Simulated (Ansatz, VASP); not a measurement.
# YSe: VASP beside Ansatz

INCAR

```
PREC = Accurate ; ENCUT = 520
EDIFF = 1E-6 ; ISMEAR = -1
SIGMA = 0.03 ; LREAL = False
LASPH = True ; NELM = 100
ALGO = Normal ; ISIF = 2
LWAVE = False ; LCHARG = False
GGA = CA ; NBANDS = 16
```

KPOINTS

```
Automatic mesh
0
Gamma
  7 7 7
```

POSCAR

```
YSe
1.0
   -0.0575000000      2.8462500000      2.8462500000
    2.8462500000     -0.0575000000      2.8462500000
    2.8462500000      2.8462500000     -0.0575000000
Y Se
1 1
Direct
    0.0000000000      0.0000000000      0.0000000000
    0.5000000000      0.5000000000      0.5000000000
```

Input for Ansatz:

```yaml
crystal:
  lattice:
    - [-0.0575, 2.84625, 2.84625]
    - [2.84625, -0.0575, 2.84625]
    - [2.84625, 2.84625, -0.0575]
  atoms:
    - { symbol: "Y", position: [0.0, 0.0, 0.0] }
    - { symbol: Se, position: [0.5, 0.5, 0.5] }
kpoints:
  mp_grid: { grid: [7, 7, 7] }
  band_path:
    path:
      - [0.0, 0.0, 0.0]
      - [0.5, 0.5, 0.5]
      - [0.2551801333, 0.5, 0.7448198667]
      - [-0.2551801333, 0.2551801333, 0.5]
      - [0.0, 0.0, 0.5]
      - [0.0, 0.0, 0.0]
      - [-0.3775900666, 0.0, 0.3775900666]
      - [0.0, 0.3775900666, 0.6224099334]
      - [0.0, 0.5, 0.5]
    npoints: 5
scf:
  occupations: { method: fermi_dirac, width: 0.03 }
hamiltonian:
  xc: lda
  pseudopotentials: { kind: all_electron, lapw: { basis_error: 0.00025 } }
output:
  forces: true
  stress: true
  eigenvalues: true
```

Change from the starting cell: equal xy, yz and zx shear strains of -2 %.

Alike in both runs: task single point; functional LDA; k mesh 7 × 7 × 7; occupations fermi-dirac, width 0.03 eV; no spin polarisation.

|  | VASP | Ansatz |
| --- | --- | --- |
| version | VASP 6.6.1 | Ansatz 0.2.0 |
| potentials or method | VASP PAW LDA potentials, release 64 (Y_sv, Se), cutoff 520 eV | all-electron LAPW, scalar-relativistic |

Ansatz gave:

```
pressure (GPa)                                                : -4.6
traceless stress, the component that is largest in VASP (GPa) : 0.29
```

Question: What did VASP give for the same quantities?

Answer: Pressure (GPa): -4.5; traceless stress, the component that is largest in VASP (GPa): 0.29.

LDA's correlation is that of Perdew and Zunger in VASP and of Perdew and Wang (1992) in Ansatz. Ansatz ran all-electron here, and VASP with PAW potentials.
